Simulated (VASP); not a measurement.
# W (Im-3m) in VASP: further runs

The runs below take W through single point, with PBEsol+D3(BJ).

All numbers are computed with VASP 6.6.1; they aren't measurements. Logs are shortened: lines on timing, memory, paths and dates and some standing lists are left out, and cuts for length are marked.

### 1 The cell of the first run

Symmetry: Im-3m, No. 229, cubic system. The conventional cell has a = 3.111 Å, b = 3.111 Å, c = 3.111 Å, α = 90.00°, β = 90.00°, γ = 90.00°. W (site symmetry m-3m) has 14 W at 2.69 to 3.11 Å within 3.6 Å.

### 2 Single point, PBEsol+D3(BJ)

Contents of INCAR:

```
PREC = Accurate ; ENCUT = 500
EDIFF = 1E-6 ; ISMEAR = 1
SIGMA = 0.05 ; LREAL = F
LASPH = T ; NELM = 120
ALGO = Normal ; ISIF = 2
LWAVE = F ; LCHARG = F
GGA = PS ; IVDW = 12
NBANDS = 13 ; GGA_COMPAT = F
```

Contents of KPOINTS:

```
regular mesh
0
Gamma
  10 10 10
```

Contents of POSCAR:

```
W
1.0
   -1.5555204111      1.5555204111      1.5555204111
    1.5555204111     -1.5555204111      1.5555204111
    1.5555204111      1.5555204111     -1.5555204111
W
1
Direct
    0.0000000000      0.0000000000      0.0000000000
```

Potentials or basis: VASP PAW PBE potentials, release 64 (W_sv).

On the command line:

```
$ cat potpaw_PBE.64/W_sv/POTCAR > POTCAR
$ mpirun -np 1 vasp_std > vasp.out
```

OUTCAR:

```text
PREC = Accurate
   ENCUT = 500
   EDIFF = 1E-6
   ISMEAR = 1
   LREAL = F
   LASPH = T
   NELM = 120
   ISIF = 2
   GGA = PS
   IVDW = 12
 IVDW          = 12

 ion  position               nearest neighbor table
   1  0.000  0.000  0.000-

  LATTYP: Found a body centered cubic cell.
 ALAT       =     3.1110408222

  Lattice vectors:

 A1 = (  -1.5555204111,   1.5555204111,   1.5555204111)
 A2 = (   1.5555204111,  -1.5555204111,   1.5555204111)
 A3 = (   1.5555204111,   1.5555204111,  -1.5555204111)

Analysis of symmetry for initial positions (statically):
=====================================================================
 Subroutine PRICEL returns:
 Original cell was already a primitive cell.

 Routine SETGRP: Setting up the symmetry group for a
 body centered cubic supercell.

 Subroutine GETGRP returns: Found 48 space group operations
 (whereof 48 operations were pure point group operations)
 out of a pool of 48 trial point group operations.

The static configuration has the point symmetry O_h .

Analysis of symmetry for dynamics (positions and initial velocities):
=====================================================================
 Subroutine PRICEL returns:
 Original cell was already a primitive cell.

 Routine SETGRP: Setting up the symmetry group for a
 body centered cubic supercell.

 Subroutine GETGRP returns: Found 48 space group operations
 (whereof 48 operations were pure point group operations)
 out of a pool of 48 trial point group operations.

The dynamic configuration has the point symmetry O_h .

 Subroutine INISYM returns: Found 48 space group operations
 (whereof 48 operations are pure point group operations),
 and found     1 'primitive' translations

----------------------------------------------------------------------------------------

                                     Primitive cell

  volume of cell :      15.0552

  direct lattice vectors                    reciprocal lattice vectors
    -1.555520411  1.555520411  1.555520411     0.000000000  0.321435834  0.321435834
     1.555520411 -1.555520411  1.555520411     0.321435834  0.000000000  0.321435834
     1.555520411  1.555520411 -1.555520411     0.321435834  0.321435834  0.000000000

  length of vectors
     2.694240384  2.694240384  2.694240384     0.454578915  0.454578915  0.454578915

  position of ions in fractional coordinates (direct lattice)
     0.000000000  0.000000000  0.000000000

  ion indices of the primitive-cell ions
   primitive index   ion index
                 1           1

----------------------------------------------------------------------------------------

 KPOINTS: regular mesh

Automatic generation of k-mesh.
 Grid dimensions read from file:
 generate k-points for:   10   10   10

 Generating k-lattice:

  Cartesian coordinates                     Fractional coordinates (reciprocal lattice)
     0.000000000  0.032143583  0.032143583     0.100000000  0.000000000  0.000000000
     0.032143583  0.000000000  0.032143583     0.000000000  0.100000000  0.000000000
     0.032143583  0.032143583  0.000000000     0.000000000  0.000000000  0.100000000

  Length of vectors
     0.045457892  0.045457892  0.045457892

  Shift w.r.t. Gamma in fractional coordinates (k-lattice)
     0.000000000  0.000000000  0.000000000

 Subroutine IBZKPT returns following result:
 ===========================================

 Found     47 irreducible k-points:

 Following reciprocal coordinates:
            Coordinates               Weight
  0.000000  0.000000  0.000000      1.000000
  0.100000  0.000000  0.000000     12.000000
  0.200000  0.000000  0.000000     12.000000
  0.300000  0.000000  0.000000     12.000000
  0.400000  0.000000  0.000000     12.000000
  0.500000  0.000000  0.000000      6.000000
[... 16 lines left out ...]
  0.300000  0.300000  0.100000      8.000000
 -0.300000  0.300000  0.100000     24.000000
 [... further k-points ...]
   k-points           NKPTS =     47   k-points in BZ     NKDIM =     47   number of bands    NBANDS=     13
   number of dos      NEDOS =    301   number of ions     NIONS =      1
   total plane-waves  NPLWV =   8000
   dimension x,y,z NGX =    20 NGY =   20 NGZ =   20
   dimension x,y,z NGXF=    40 NGYF=   40 NGZF=   40
   ions per type =               1
   NGX,Y,Z   is equivalent  to a cutoff of  12.34, 12.34, 12.34 a.u.
   NGXF,Y,Z  is equivalent  to a cutoff of  24.68, 24.68, 24.68 a.u.
 SYSTEM =  unknown system
   PREC   = accura    normal or accurate (medium, high low for compatibility)
   ISTART =      0    job   : 0-new  1-cont  2-samecut
   ICHARG =      2    charge: 1-file 2-atom 10-const
   ISPIN  =      1    spin polarized calculation?
   LNONCOLLINEAR =      F non collinear calculations
   LSORBIT =      F    spin-orbit coupling
   LASPH  =      T    aspherical Exc in radial PAW
   ENCUT  =  500.0 eV  36.75 Ry    6.06 a.u.   4.91  4.91  4.91*2*pi/ulx,y,z
   NELM   =    120;   NELMIN=  2; NELMDL= -5     # of ELM steps
   EDIFF  = 0.1E-05   stopping-criterion for ELM
   LREAL  =      F    real-space projection
   EDIFFG = 0.1E-04   stopping-criterion for IOM
   NSW    =      0    number of steps for IOM
   IBRION =     -1    ionic relax: 0-MD 1-quasi-New 2-CG
   NFREE  =      0    steps in history (QN), initial steepest desc. (CG)
   ISIF   =      2    stress and relaxation
   ISYM   =      2    0-nonsym 1-usesym 2-fastsym
   POTIM  = 0.5000    time-step for ionic-motion
   TEBEG  =    0.0;   TEEND  =   0.0 temperature during run
   PSTRESS=    0.0 pullay stress
   NELECT =      14.0000    total number of electrons
   NUPDOWN=      -1.0000    fix difference up-down
   EMIN   =  10.00;   EMAX   =-10.00  energy-range for DOS
   EFERMI =   0.00;   METHOD = LEGACY
   ISMEAR =     1;   SIGMA  =   0.05  broadening in eV -4-tet -1-fermi 0-gaus
   EFERMI_NEDOS =   21; number of points for ismear=-14 and -15
   IALGO  =     38    algorithm
   IMIX   =      4    mixing-type and parameters
     AMIX     =   0.40;   BMIX     =  1.00
     AMIX_MAG =   1.60;   BMIX_MAG =  1.00
  volume/ion in A,a.u.               =      15.06       101.60
  Fermi-wavevector in a.u.,A,eV,Ry     =   1.597920  3.019632 34.740429  2.553349
  Thomas-Fermi vector in A             =   2.695451
   LORBIT       =      0    0 simple, 1 ext, 2 COOP (PROOUT), +10 PAW based schemes
   GGA     = PS    functional components
   LHFCALC =     F    Hartree Fock is set to
   AEXX    =    0.0000 exact exchange contribution
   IVDW    =    12    specifies the selected vdW correction
   LEPSILON=     F    determine dielectric tensor
   LRPA    =     F    only Hartree local field effects (RPA)
 non-spin polarized calculation
 Methfessel and Paxton  Order N= 1 SIGMA  =   0.05
  energy-cutoff  :      500.00
  volume of cell :       15.06
 maximum number of plane-waves:       394
   NGX =  9   NGY =  9   NGZ =  9

 number of electron      14.0000001 magnetization

 Free energy of the ion-electron system (eV)
  ---------------------------------------------------
  ext. energy  EPLUGINS =         0.00000000
  ---------------------------------------------------
  free energy    TOTEN  =       -13.76534941 eV

  energy without entropy =      -13.76528186  energy(sigma->0) =      -13.76532689

 E-fermi :  12.2188     XC(G=0): -14.0590

 val. band max:       12.0583514226   @ k =   0.5000   0.5000   0.2000
 cond. band min:      12.2329493629   @ k =  -0.2000   0.2000   0.1000
 fundamental gap:      0.1745979402
 Fermi energy:        12.2187817263

 k-point     1 :       0.0000    0.0000    0.0000
  band No.  band energies     occupation
      1     -62.0728      2.00000
      2     -25.5443      2.00000
      3     -25.5443      2.00000
      4     -25.5443      2.00000
      5       2.1000      2.00000
      6      10.6926      2.00000
      7      10.6926      2.00000
      8      10.6926      2.00000
      9      14.3856      0.00000
     10      14.3856      0.00000
     11      26.6929      0.00000
     12      26.6929      0.00000
     13      26.6929      0.00000

 k-point     2 :       0.1000    0.0000    0.0000
  band No.  band energies     occupation
      1     -62.0568      2.00000
      2     -25.7032      2.00000
      3     -25.5932      2.00000
      4     -25.5453      2.00000
      5       2.6075      2.00000
      6      10.3858      2.00000
      7      10.6034      2.00000
      8      11.1919      2.00000
      9      13.9451      0.00000
     10      14.3907      0.00000
     11      27.1129      0.00000
     12      27.5536      0.00000
     13      27.9201      0.00000

 k-point     3 :       0.2000    0.0000    0.0000
  band No.  band energies     occupation
      1     -62.0147      2.00000
      2     -26.1050      2.00000
      3     -25.7195      2.00000
      4     -25.5480      2.00000
      5       3.9054      2.00000
      6       9.6712      2.00000
      7      10.2059      2.00000
      8      12.6350     -0.00000
      9      13.6049      0.00000
     10      14.4775      0.00000
     11      27.5564      0.00000
     12      29.7286      0.00000
     13      29.9132      0.00000
[... 305 lines left out ...]
 k-point    23 :       0.3000    0.3000    0.1000
  band No.  band energies     occupation
      1     -61.8908      2.00000
      2     -26.5267      2.00000
      3     -26.5267      2.00000
      4     -25.8797      2.00000
      5       7.6252      2.00000
      6       9.3778      2.00000
      7       9.3778      2.00000
      8      15.3080      0.00000
      9      15.3080      0.00000
     10      19.9758      0.00000
     11      24.0499      0.00000
     12      24.0499      0.00000
     13      27.6217      0.00000

 k-point    24 :      -0.3000    0.3000    0.1000
  band No.  band energies     occupation
      1     -61.9491      2.00000
      2     -26.5544      2.00000
      3     -25.9261      2.00000
      4     -25.6676      2.00000
      5       5.6205      2.00000
      6       9.4007      2.00000
      7       9.8260      2.00000
      8      12.8632     -0.00000
      9      14.6618      0.00000
     10      15.5057      0.00000
     11      26.1805      0.00000
     12      29.1285      0.00000
     13      33.2839      0.00000

 [... further k-points ...]

------------------------ aborting loop because EDIFF is reached ----------------------------------------

 Edisp (eV)   -0.78312

 E8    (eV) :    -0.5741

  FORCE on cell =-STRESS in cart. coord.  units (eV):
  Direction    XX          YY          ZZ          XY          YZ          ZX
  --------------------------------------------------------------------------------------
  -------------------------------------------------------------------------------------
  Total       0.70737     0.70737     0.70737    -0.00000     0.00000     0.00000
  in kB      75.27811    75.27811    75.27811    -0.00000     0.00000     0.00000
  external pressure =       75.28 kB  Pullay stress =        0.00 kB

 VOLUME and BASIS-vectors are now :
 -----------------------------------------------------------------------------
  energy-cutoff  :      500.00
  volume of cell :       15.06
      direct lattice vectors                 reciprocal lattice vectors
    -1.555520411  1.555520411  1.555520411     0.000000000  0.321435834  0.321435834
     1.555520411 -1.555520411  1.555520411     0.321435834  0.000000000  0.321435834
     1.555520411  1.555520411 -1.555520411     0.321435834  0.321435834  0.000000000

 POSITION                                       TOTAL-FORCE (eV/Angst)
 -----------------------------------------------------------------------------------
      0.00000      0.00000      0.00000         0.000000     -0.000000     -0.000000
 -----------------------------------------------------------------------------------
    total drift:                                0.000000      0.000000      0.000000

  FREE ENERGIE OF THE ION-ELECTRON SYSTEM (eV)
  ---------------------------------------------------
  free  energy   TOTEN  =       -14.5484721255 eV

  energy  without entropy=      -14.5484045797  energy(sigma->0) =      -14.54844961
```

Wall time 13 s (1 thread of Intel Xeon 8259CL, shared host); peak memory 0.14 GiB.

What came out:

* Free energy: -14.5485 eV
* Pressure: 7.5 GPa
* Band gap on the k mesh: zero (band 7 reaches 17.58 eV, above the bottom of band 8 at 10.69 eV)
* Dispersion energy per atom: -0.783 eV

Caveat: three body term missing; the PAW data sets were made with another functional, which shifts forces and pressure a little; spin-orbit coupling is left out, which moves the levels of the heavy elements; pairwise dispersion overbinds metals, which lowers pressure and volume.

### 3 Single point, PBEsol+D3(BJ)

This run uses another cell than the first one, of 15.53 Å³/atom, 1.032 times its volume.

Contents of INCAR:

```
PREC     = Accurate       # precision mode
ENCUT    = 500            # plane-wave cutoff, eV
EDIFF    = 1E-6           # SCF threshold, eV
ISMEAR   = 1              # smearing method
SIGMA    = 0.05           # smearing width, eV
LREAL    = False          # projectors in reciprocal space
LASPH    = True           # aspherical terms in the spheres
NELM     = 120            # most SCF steps
ALGO     = Normal         # electronic algorithm
ISIF     = 2              # what is computed and relaxed
LWAVE    = False          # write WAVECAR
LCHARG   = True           # write CHGCAR
GGA      = PS             # functional
IVDW     = 12             # dispersion correction
LELF     = True           # ELF
LVHAR    = True         
NBANDS   = 13             # bands
GGA_COMPAT= False
```

KPOINTS is that of step 2.

Contents of POSCAR:

```
W
1.0
   -1.5717249149      1.5717249149      1.5717249149
    1.5717249149     -1.5717249149      1.5717249149
    1.5717249149      1.5717249149     -1.5717249149
W
1
Direct
    0.0000000000      0.0000000000      0.0000000000
```

Potentials or basis: VASP PAW PBE potentials, release 64 (W_sv).

On the command line:

```
$ cat potpaw_PBE.64/W_sv/POTCAR > POTCAR
$ mpirun -np 1 vasp_std > vasp.out
```

Run time: 15 s. Hardware: 1 thread of Intel Xeon 8259CL, shared host; peak memory 0.14 GiB.

The run converged. Its results:

```yaml
Free_energy: -14.5543 eV
Pressure: -3.5 GPa
Band_gap_on_the_k_mesh: zero (band 7 reaches 16.89 eV, above the bottom of band 8 at 10.29 eV)
Dispersion_energy_per_atom: -0.759 eV
```

Levels at points of the mesh, in eV from the Fermi level:
```tsv
k point	band 3	band 4	band 5	band 6	band 7	band 8	band 9	band 10	band 11	band 12
(0.00, 0.00, 0.00)	-37.86	-37.86	-9.96	-1.48	-1.48	-1.48	2.08	2.08	14.39	14.39
(0.50, 0.00, 0.00)	-38.31	-37.87	-6.63	-3.88	0.57	1.99	2.99	6.14	11.20	11.36
(0.50, 0.50, 0.50)	-38.83	-38.83	-6.22	-6.22	5.12	5.12	5.12	8.22	8.22	8.22
```

Caveat: three body term missing; the PAW data sets were made with another functional, which shifts forces and pressure a little; spin-orbit coupling is left out, which moves the levels of the heavy elements; pairwise dispersion overbinds metals, which lowers pressure and volume.

[end of part 1 of 2]
